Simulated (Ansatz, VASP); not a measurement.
**TlBr in VASP and in Ansatz**

POSCAR

```
TlBr
1.0
    3.9949064284      0.0000000000      0.0000000000
    0.0000000000      3.9949064284      0.0000000000
    0.0000000000      0.0000000000      3.9949064284
Tl Br
1 1
Direct
    0.0000000000      0.0000000000      0.0000000000
    0.5000000000      0.5000000000      0.5000000000
```

INCAR.step1

```
PREC     = Accurate       # precision mode
ENCUT    = 400            # plane-wave cutoff, eV
EDIFF    = 1E-5           # SCF threshold, eV
ISMEAR   = 0              # smearing method
SIGMA    = 0.01           # smearing width, eV
LREAL    = F              # projectors in reciprocal space
LASPH    = T              # aspherical terms in the spheres
NELM     = 120            # most SCF steps
ALGO     = Normal         # electronic algorithm
ISIF     = 2              # what is computed and relaxed
LWAVE    = T              # write WAVECAR
LCHARG   = F              # write CHGCAR
GGA      = PE             # functional
NBANDS   = 17             # bands
GGA_COMPAT= F
```

File INCAR.step2:

```
PREC     = Accurate       # precision mode
ENCUT    = 400            # plane-wave cutoff, eV
EDIFF    = 1E-6           # SCF threshold, eV
ISMEAR   = 0              # smearing method
SIGMA    = 0.01           # smearing width, eV
LREAL    = F              # projectors in reciprocal space
LASPH    = T              # aspherical terms in the spheres
NELM     = 120            # most SCF steps
ALGO     = Normal         # electronic algorithm
ISIF     = 2              # what is computed and relaxed
LWAVE    = F              # write WAVECAR
LCHARG   = F              # write CHGCAR
GGA      = PE             # functional
LHFCALC  = T              # exact exchange
AEXX     = 0.15           # exact-exchange fraction
HFSCREEN = 0.2078         # screening, 1/A
PRECFOCK = Normal       
ISTART   = 1            
NBANDS   = 17             # bands
GGA_COMPAT= F
```

The input KPOINTS:

```
regular mesh
0
Gamma
  4 4 4
```

Input for Ansatz:

```yaml
crystal:
  lattice:
    - [3.9949064284, 0.0, 0.0]
    - [0.0, 3.9949064284, 0.0]
    - [0.0, 0.0, 3.9949064284]
  atoms:
    - { symbol: Tl, position: [0.0, 0.0, 0.0] }
    - { symbol: Br, position: [0.5, 0.5, 0.5] }
kpoints:
  mp_grid: { grid: [4, 4, 4] }
hamiltonian:
  xc:
    exchange: pbe
    correlation: pbe
    exx: { coeff: 0.15, omega: 0.2078 }
scf:
  occupations: { method: fixed }
  n_extra_bands: 4
output:
  forces: true
  stress: true
  eigenvalues: true
```

Alike in both runs: task single point; functional PBE-based screened hybrid with a share of 0.15 of exact exchange and HFSCREEN = 0.2078; k mesh 4 × 4 × 4; no spin polarisation.

|  | VASP | Ansatz |
| --- | --- | --- |
| version | VASP 6.6.1 | Ansatz 0.2.0 |
| potentials or method | VASP PAW PBE potentials, release 64 (Tl_d, Br) | plane waves |
| plane-wave cutoff (eV) | 400 | 420 |
| occupations | gaussian, width 0.01 eV | fixed |
| valence electrons in the cell | 20 | 20 |

Ansatz gave:

| Quantity | Value |
| --- | --- |
| gap on the k mesh at the Fermi level (eV) | 2.29 |
| pressure (GPa) | 0.9 |

Problem. What did VASP give for the same quantities?

Solution. gap on the k mesh at the Fermi level (eV): 2.30; pressure (GPa): 0.8.

VASP's potentials were made for PBE, not for PBE-based screened hybrid. Ansatz's warnings: stress exchange threshold loose, stress scf threshold loose.

Neither program's run includes spin-orbit coupling.
